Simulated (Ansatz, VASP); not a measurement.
**Two plane-wave programs on Zr**

```
CELL_PARAMETERS angstrom
3.23448 0.00000 0.00000
-1.61724 2.80114 0.00000
0.00000 0.00000 27.91366
ATOMIC_POSITIONS crystal
Zr 0.66667 0.33333 0.27267
Zr 0.33333 0.66667 0.35941
Zr 0.66667 0.33333 0.45373
Zr 0.33333 0.66667 0.54627
Zr 0.66667 0.33333 0.64059
Zr 0.33333 0.66667 0.72733
```

Alike in both runs: functional PBE; k mesh 12 × 12 × 1; occupations gaussian, width 0.1 eV; no spin polarisation.

Ansatz relaxed the structure, and its values are those at the end. VASP's run is a single point on that final structure, the one shown.

```csv
,VASP,Ansatz
version,VASP 6.6.1,Ansatz 0.2.0
potentials or method,"VASP PAW PBE potentials, release 64 (Zr_sv), cutoff 520 eV","scalar-relativistic, plane waves, PAW"
valence electrons in the cell,72,72
```

|  | VASP | Ansatz | Ansatz less VASP |
| --- | --- | --- | --- |
| gap on the k mesh at the Fermi level (eV) | none | none | - |
| work function, face that differs most (eV) | 4.17 | 4.17 | +0.001 |

A gap of «none» marks a metal or a gap that the smearing closes. Ansatz's warnings: xc potential rough in thin density.
